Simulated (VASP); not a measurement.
# C in VASP: notebook

The runs below take C through single point, relaxation of cell and atoms, with PBE.

All numbers are computed with VASP 6.6.1; they aren't measurements. Logs are shortened: lines on timing, memory, paths and dates and some standing lists are left out, and cuts for length are marked.

## Step 1: The cell of the first run

Symmetry: Fmmm, No. 69, orthorhombic system. Conventional cell: a = 3.763 Å, b = 4.602 Å, c = 4.653 Å, α = 90.00°, β = 90.00°, γ = 90.00°. C (site symmetry 222) has 10 C at 1.88 to 2.33 Å within 2.5 Å. C (site symmetry mmm) has 8 C at 1.89 Å within 2.5 Å.

The cell was built from a structure type or drawn by symmetry, and may not be a known phase.

## Step 2: Single point, PBE

INCAR reads:

```
  PREC = Accurate
  ENCUT = 520
  EDIFF = 1E-6
  ISMEAR = 0
  SIGMA = 0.1
  LREAL = F
  LASPH = T
  NELM = 80
  ALGO = Normal
  ISIF = 2
  LWAVE = F
  LCHARG = F
  GGA = PE
  NBANDS = 13
```

KPOINTS reads:

```
Automatic mesh
0
Gamma
  8 8 8
```

POSCAR reads:

```
C
1.0
    0.0000000000      2.3007846000      2.3264946500
    1.8812766300      0.0000000000      2.3264946500
    1.8812766300      2.3007846000      0.0000000000
C
3
Direct
    0.2500000000      0.2500000000      0.2500000000
    0.7500000000      0.7500000000      0.7500000000
    0.5000000000      0.5000000000      0.5000000000
```

Potentials or basis: VASP PAW PBE potentials, release 64 (C).

The run is started by

```sh
$ cat potpaw_PBE.64/C/POTCAR > POTCAR
$ mpirun -np 1 vasp_std > vasp.out
```

OUTCAR:

```text
PREC = Accurate
   ENCUT = 520
   EDIFF = 1E-6
   ISMEAR = 0
   LREAL = F
   LASPH = T
   NELM = 80
   ISIF = 2
   GGA = PE

 ion  position               nearest neighbor table
   1  0.250  0.250  0.250-   2 1.88   2 1.88   3 1.89   3 1.89   3 1.89   3 1.89
   2  0.750  0.750  0.750-   1 1.88   1 1.88   3 1.89   3 1.89   3 1.89   3 1.89
   3  0.500  0.500  0.500-   1 1.89   1 1.89   1 1.89   1 1.89   2 1.89   2 1.89   2 1.89   2 1.89

  LATTYP: Found a face centered orthorhombic cell.
 ALAT       =     3.7625532600
 B/A-ratio  =     1.2229911132
 C/A-ratio  =     1.2366573915

  Lattice vectors:

 A1 = (   0.0000000000,   2.3007846000,   2.3264946500)
 A2 = (   1.8812766300,   0.0000000000,   2.3264946500)
 A3 = (   1.8812766300,   2.3007846000,   0.0000000000)

Analysis of symmetry for initial positions (statically):
=====================================================================
 Subroutine PRICEL returns:
 Original cell was already a primitive cell.

 Routine SETGRP: Setting up the symmetry group for a
 face centered orthorhombic supercell.

 Subroutine GETGRP returns: Found  8 space group operations
 (whereof  8 operations were pure point group operations)
 out of a pool of  8 trial point group operations.

The static configuration has the point symmetry D_2h.

Analysis of symmetry for dynamics (positions and initial velocities):
=====================================================================
 Subroutine PRICEL returns:
 Original cell was already a primitive cell.

 Routine SETGRP: Setting up the symmetry group for a
 face centered orthorhombic supercell.

 Subroutine GETGRP returns: Found  8 space group operations
 (whereof  8 operations were pure point group operations)
 out of a pool of  8 trial point group operations.

The dynamic configuration has the point symmetry D_2h.

 Subroutine INISYM returns: Found  8 space group operations
 (whereof  8 operations are pure point group operations),
 and found     1 'primitive' translations

----------------------------------------------------------------------------------------

                                     Primitive cell

  volume of cell :      20.1401

  direct lattice vectors                    reciprocal lattice vectors
     0.000000000  2.300784600  2.326494650    -0.265776969  0.217317171  0.214915603
     1.881276630  0.000000000  2.326494650     0.265776969 -0.217317171  0.214915603
     1.881276630  2.300784600  0.000000000     0.265776969  0.217317171 -0.214915603

  length of vectors
     3.272031041  2.991952392  2.972004632     0.405034401  0.405034401  0.405034401

  position of ions in fractional coordinates (direct lattice)
     0.250000000  0.250000000  0.250000000
     0.750000000  0.750000000  0.750000000
     0.500000000  0.500000000  0.500000000

  ion indices of the primitive-cell ions
   primitive index   ion index
                 1           1
                 2           2
                 3           3

----------------------------------------------------------------------------------------

 KPOINTS: Automatic mesh

Automatic generation of k-mesh.
 Grid dimensions read from file:
 generate k-points for:    8    8    8

 Generating k-lattice:

  Cartesian coordinates                     Fractional coordinates (reciprocal lattice)
    -0.033222121  0.027164646  0.026864450     0.125000000  0.000000000  0.000000000
     0.033222121 -0.027164646  0.026864450     0.000000000  0.125000000 -0.000000000
     0.033222121  0.027164646 -0.026864450     0.000000000 -0.000000000  0.125000000

  Length of vectors
     0.050629300  0.050629300  0.050629300

  Shift w.r.t. Gamma in fractional coordinates (k-lattice)
     0.000000000  0.000000000  0.000000000

 Subroutine IBZKPT returns following result:
 ===========================================

 Found     95 irreducible k-points:

 Following reciprocal coordinates:
            Coordinates               Weight
  0.000000  0.000000  0.000000      1.000000
  0.125000  0.000000  0.000000      8.000000
  0.250000  0.000000  0.000000      8.000000
  0.375000 -0.000000 -0.000000      8.000000
  0.500000  0.000000  0.000000      4.000000
  0.125000  0.125000  0.000000      2.000000
[... 16 lines left out ...]
  0.250000  0.000000  0.125000      8.000000
  0.375000 -0.000000  0.125000      8.000000
 [... further k-points ...]
   k-points           NKPTS =     95   k-points in BZ     NKDIM =     95   number of bands    NBANDS=     13
   number of dos      NEDOS =    301   number of ions     NIONS =      3
   total plane-waves  NPLWV =  13824
   dimension x,y,z NGX =    24 NGY =   24 NGZ =   24
   dimension x,y,z NGXF=    48 NGYF=   48 NGZF=   48
   ions per type =               3
   NGX,Y,Z   is equivalent  to a cutoff of  12.19, 13.34, 13.42 a.u.
   NGXF,Y,Z  is equivalent  to a cutoff of  24.39, 26.67, 26.85 a.u.
 SYSTEM =  unknown system
   PREC   = accura    normal or accurate (medium, high low for compatibility)
   ISTART =      0    job   : 0-new  1-cont  2-samecut
   ICHARG =      2    charge: 1-file 2-atom 10-const
   ISPIN  =      1    spin polarized calculation?
   LNONCOLLINEAR =      F non collinear calculations
   LSORBIT =      F    spin-orbit coupling
   LASPH  =      T    aspherical Exc in radial PAW
   ENCUT  =  520.0 eV  38.22 Ry    6.18 a.u.   6.08  5.56  5.53*2*pi/ulx,y,z
   NELM   =     80;   NELMIN=  2; NELMDL= -5     # of ELM steps
   EDIFF  = 0.1E-05   stopping-criterion for ELM
   LREAL  =      F    real-space projection
   EDIFFG = 0.1E-04   stopping-criterion for IOM
   NSW    =      0    number of steps for IOM
   IBRION =     -1    ionic relax: 0-MD 1-quasi-New 2-CG
   NFREE  =      0    steps in history (QN), initial steepest desc. (CG)
   ISIF   =      2    stress and relaxation
   ISYM   =      2    0-nonsym 1-usesym 2-fastsym
   POTIM  = 0.5000    time-step for ionic-motion
   TEBEG  =    0.0;   TEEND  =   0.0 temperature during run
   PSTRESS=    0.0 pullay stress
   NELECT =      12.0000    total number of electrons
   NUPDOWN=      -1.0000    fix difference up-down
   EMIN   =  10.00;   EMAX   =-10.00  energy-range for DOS
   EFERMI =   0.00;   METHOD = LEGACY
   ISMEAR =     0;   SIGMA  =   0.10  broadening in eV -4-tet -1-fermi 0-gaus
   EFERMI_NEDOS =   21; number of points for ismear=-14 and -15
   IALGO  =     38    algorithm
   IMIX   =      4    mixing-type and parameters
     AMIX     =   0.40;   BMIX     =  1.00
     AMIX_MAG =   1.60;   BMIX_MAG =  1.00
  volume/ion in A,a.u.               =       6.71        45.30
  Fermi-wavevector in a.u.,A,eV,Ry     =   1.377574  2.603238 25.819924  1.897711
  Thomas-Fermi vector in A             =   2.502715
   LORBIT       =      0    0 simple, 1 ext, 2 COOP (PROOUT), +10 PAW based schemes
   GGA     = PE    functional components
   LHFCALC =     F    Hartree Fock is set to
   AEXX    =    0.0000 exact exchange contribution
   IVDW    =     0    specifies the selected vdW correction
   LEPSILON=     F    determine dielectric tensor
   LRPA    =     F    only Hartree local field effects (RPA)
 non-spin polarized calculation
 Gauss-broadening in eV      SIGMA  =   0.10
  energy-cutoff  :      520.00
  volume of cell :       20.14
 maximum number of plane-waves:       553
   NGX = 13   NGY = 11   NGZ = 11

 number of electron      12.0000000 magnetization

 Free energy of the ion-electron system (eV)
  ---------------------------------------------------
  ext. energy  EPLUGINS =         0.00000000
  ---------------------------------------------------
  free energy    TOTEN  =       -16.46344369 eV

  energy without entropy =      -16.46178337  energy(sigma->0) =      -16.46261353

 E-fermi :   9.0311     XC(G=0): -12.7876

 val. band max:        9.0284498771   @ k =   0.1250   0.0000   0.0000
 cond. band min:       9.0818103166   @ k =  -0.3750   0.0000   0.3750
 fundamental gap:      0.0533604395
 Fermi energy:         9.0310685649

 k-point     1 :       0.0000    0.0000    0.0000
  band No.  band energies     occupation
      1     -11.7568      2.00000
      2       3.6556      2.00000
      3       4.9820      2.00000
      4       5.2203      2.00000
      5       7.0559      2.00000
      6       7.2388      2.00000
      7       7.3836      2.00000
      8       7.6552      2.00000
      9       9.1432      0.11294
     10      13.4186      0.00000
     11      13.4691      0.00000
     12      18.0100      0.00000
     13      21.3277      0.00000

 k-point     2 :       0.1250    0.0000    0.0000
  band No.  band energies     occupation
      1     -11.4501      2.00000
      2       2.0393      2.00000
      3       4.4091      2.00000
      4       4.6986      2.00000
      5       5.7203      2.00000
      6       7.5738      2.00000
      7       7.7367      2.00000
      8       9.0284      1.02954
      9      10.6855      0.00000
     10      13.8136      0.00000
     11      13.8408      0.00000
     12      17.4089      0.00000
     13      22.3279      0.00000

 k-point     3 :       0.2500    0.0000    0.0000
  band No.  band energies     occupation
      1     -10.5382      2.00000
      2      -1.0316      2.00000
      3       3.3915      2.00000
      4       4.0256      2.00000
      5       4.9379      2.00000
      6       7.4930      2.00000
      7       8.7084      1.99999
      8      10.0462      0.00000
      9      12.7121      0.00000
     10      14.8218      0.00000
     11      15.2192      0.00000
     12      16.6038      0.00000
     13      23.5337      0.00000
[... 305 lines left out ...]
 k-point    23 :       0.2500    0.0000    0.1250
  band No.  band energies     occupation
      1     -10.7437      2.00000
      2       0.3099      2.00000
      3       2.0917      2.00000
      4       3.7169      2.00000
      5       5.9375      2.00000
      6       6.4524      2.00000
      7       9.8864      0.00000
      8      11.0247      0.00000
      9      11.7598      0.00000
     10      13.6177      0.00000
     11      14.7325      0.00000
     12      17.8197      0.00000
     13      23.0785      0.00000

 k-point    24 :       0.3750   -0.0000    0.1250
  band No.  band energies     occupation
      1      -9.4996      2.00000
      2      -2.6622      2.00000
      3       1.0715      2.00000
      4       3.1669      2.00000
      5       5.8103      2.00000
      6       6.8906      2.00000
      7       9.8613      0.00000
      8      12.2137      0.00000
      9      12.8226      0.00000
     10      15.1206      0.00000
     11      15.8234      0.00000
     12      17.2853      0.00000
     13      22.7042      0.00000

 [... further k-points ...]
[... 5 lines left out ...]
  --------------------------------------------------------------------------------------
  -------------------------------------------------------------------------------------
  Total       -4.2830513      1.6874821      0.9262627     -0.0000000      0.0000000      0.0000000
  in kB     -340.7243590    134.2422100     73.6858482     -0.0000000      0.0000000      0.0000000
  external PRESSURE =     -44.2654336 kB  Pullay stress =       0.0000000 kB

 VOLUME and BASIS-vectors are now :
 -----------------------------------------------------------------------------
  energy-cutoff  :      520.00
  volume of cell :       20.14
      direct lattice vectors                 reciprocal lattice vectors
     0.000000000  2.300784600  2.326494650    -0.265776969  0.217317171  0.214915603
     1.881276630  0.000000000  2.326494650     0.265776969 -0.217317171  0.214915603
     1.881276630  2.300784600  0.000000000     0.265776969  0.217317171 -0.214915603

 POSITION                                       TOTAL-FORCE (eV/Angst)
 -----------------------------------------------------------------------------------
      0.94064      1.15039      1.16325         0.000000     -0.000000     -0.000000
      2.82191      3.45118      3.48974        -0.000000      0.000000      0.000000
      1.88128      2.30078      2.32649        -0.000000     -0.000000     -0.000000
 -----------------------------------------------------------------------------------
    total drift:                               -0.000000      0.000000      0.000000

  FREE ENERGIE OF THE ION-ELECTRON SYSTEM (eV)
  ---------------------------------------------------
  free  energy   TOTEN  =       -16.4634436900 eV

  energy  without entropy=      -16.4617833675  energy(sigma->0) =      -16.46261353
```

It took 10 s on 1 thread of Intel Xeon 6975P-C (Granite Rapids), shared host; peak memory 0.13 GiB.

Results:

| Property | Result |
| --- | --- |
| Free energy | -16.4634 eV |
| Pressure | -4.4 GPa |
| Band gap on the k mesh | zero (bands 6 and 7 overlap by 3.65 eV) |

Stress tensor (GPa, compression positive):
```
-34.07   0.00   0.00
  0.00  13.42   0.00
  0.00   0.00   7.37
```

Levels at points of the mesh, in eV from the Fermi level:
```tsv
k point	band 4	band 5	band 6	band 7	band 8	band 9
(0.00, 0.00, 0.00)	-3.81	-1.98	-1.79	-1.65	-1.38	0.11
(0.50, 0.00, 0.00)	-5.44	-4.92	-2.08	1.11	1.92	5.16
(0.50, 0.50, 0.00)	-7.17	-5.98	-0.02	2.13	4.81	5.53
(0.50, 0.00, 0.50)	-7.22	-6.16	-0.22	1.91	4.76	5.70
(0.00, 0.50, 0.50)	-9.87	-9.80	-3.80	4.23	4.50	6.94
```

Caveat: the cell stands under tension.

## Step 3: Single point, PBE

This run uses another cell than the first one, of 8.95 Å³/atom.

INCAR reads:

```
PREC = Accurate
ENCUT = 520
EDIFF = 1E-6
ISMEAR = 0
SIGMA = 0.1
LREAL = F
LASPH = T
NELM = 60
ALGO = Normal
ISIF = 2
LWAVE = F
LCHARG = F
GGA = PE
NBANDS = 13
```

KPOINTS reads:

```
regular mesh
0
Gamma
  8 8 8
```

POSCAR reads:

```
C
1.0
    0.0000000000      3.2023375173      3.2036019781
    1.3081487397      0.0000000000      3.2036019781
    1.3081487397      3.2023375173      0.0000000000
C
3
Direct
    0.2500000000      0.2500000000      0.2500000000
    0.7500000000      0.7500000000      0.7500000000
    0.5000000000      0.5000000000      0.5000000000
```

Potentials or basis: VASP PAW PBE potentials, release 64 (C).

The run is started by

```sh
$ cat potpaw_PBE.64/C/POTCAR > POTCAR
$ mpirun -np 1 vasp_std > vasp.out
```

OUTCAR:

```text
PREC = Accurate
   ENCUT = 520
   EDIFF = 1E-6
   ISMEAR = 0
   LREAL = F
   LASPH = T
   NELM = 60
   ISIF = 2
   GGA = PE

 ion  position               nearest neighbor table
   1  0.250  0.250  0.250-   2 1.31   2 1.31
   2  0.750  0.750  0.750-   1 1.31   1 1.31
   3  0.500  0.500  0.500-

  LATTYP: Found a face centered orthorhombic cell.
 ALAT       =     2.6162974794
 B/A-ratio  =     2.4479918989
 C/A-ratio  =     2.4489585021

  Lattice vectors:

 A1 = (   0.0000000000,   3.2023375173,   3.2036019781)
 A2 = (   1.3081487397,   0.0000000000,   3.2036019781)
 A3 = (   1.3081487397,   3.2023375173,   0.0000000000)

Analysis of symmetry for initial positions (statically):
=====================================================================
 Subroutine PRICEL returns:
 Original cell was already a primitive cell.

 Routine SETGRP: Setting up the symmetry group for a
 face centered orthorhombic supercell.

 Subroutine GETGRP returns: Found  8 space group operations
 (whereof  8 operations were pure point group operations)
 out of a pool of  8 trial point group operations.

The static configuration has the point symmetry D_2h.

[... 170 lines left out ...]
 k-point     1 :       0.0000    0.0000    0.0000
  band No.  band energies     occupation
      1     -13.6106      2.00000
      2      -5.0704      2.00000
      3      -3.5918      2.00000
      4      -1.5125      2.00000
      5      -1.5081      2.00000
      6       6.9614      0.00000
      7       6.9627      0.00000
      8       7.9215      0.00000
      9      11.7736      0.00000
     10      11.9043      0.00000
     11      13.4146      0.00000
     12      13.4158      0.00000
     13      18.3335      0.00000
[... 354 lines left out ...]
  band No.  band energies     occupation
      1     -12.2555      2.00000
      2      -6.6938      2.00000
      3      -4.7637      2.00000
      4      -0.7759      2.00000
      5       1.7466      2.00000
      6       4.2847      2.00000
      7       5.3422      0.00000
      8       6.5115      0.00000
      9       9.9677      0.00000
     10      10.2938      0.00000
     11      13.7753      0.00000
     12      16.1242      0.00000
     13      19.6274      0.00000

 [... further k-points ...]
[... 5 lines left out ...]
  --------------------------------------------------------------------------------------
  -------------------------------------------------------------------------------------
  Total       -0.0686139      0.0179104      0.0160132      0.0000000      0.0000000      0.0000000
  in kB       -4.0957175      1.0691137      0.9558638      0.0000000      0.0000000      0.0000000
  external PRESSURE =      -0.6902467 kB  Pullay stress =       0.0000000 kB

 VOLUME and BASIS-vectors are now :
 -----------------------------------------------------------------------------
  energy-cutoff  :      520.00
  volume of cell :       26.84
      direct lattice vectors                 reciprocal lattice vectors
     0.000000000  3.202337517  3.203601978    -0.382219533  0.156135947  0.156074320
     1.308148740  0.000000000  3.203601978     0.382219533 -0.156135947  0.156074320
     1.308148740  3.202337517  0.000000000     0.382219533  0.156135947 -0.156074320

 POSITION                                       TOTAL-FORCE (eV/Angst)
 -----------------------------------------------------------------------------------
      0.65407      1.60117      1.60180         0.000000     -0.000000      0.000000
      1.96222      4.80351      4.80540        -0.000000      0.000000      0.000000
      1.30815      3.20234      3.20360        -0.000000     -0.000000     -0.000000
 -----------------------------------------------------------------------------------
    total drift:                                0.000000      0.000000      0.000000

  FREE ENERGIE OF THE ION-ELECTRON SYSTEM (eV)
  ---------------------------------------------------
  free  energy   TOTEN  =       -18.8703440966 eV

  energy  without entropy=      -18.8644776426  energy(sigma->0) =      -18.86741087
```

stdout:

```text
POSCAR found type information on POSCAR C
 POSCAR found :  1 types and       3 ions
 scaLAPACK will be used
 LDA part: xc-table for (Slater+PW92), standard interpolation
 POSCAR, INCAR and KPOINTS ok, starting setup
 FFT: planning ... GRIDC
 FFT: planning ... GRID_SOFT
 FFT: planning ... GRID
 WAVECAR not read
 entering main loop
```

It took 25 s on 1 thread of Intel Xeon 6975P-C (Granite Rapids), shared host; peak memory 0.17 GiB.

Results:

```yaml
Free_energy: -18.8703 eV
Pressure: -0.1 GPa
Band_gap_on_the_k_mesh: zero (bands 6 and 7 overlap by 3.36 eV)
```

Stress tensor (GPa, compression positive):
```
-0.41  0.00  0.00
 0.00  0.11  0.00
 0.00  0.00  0.10
```

(Part 1 of 2 ends here.)
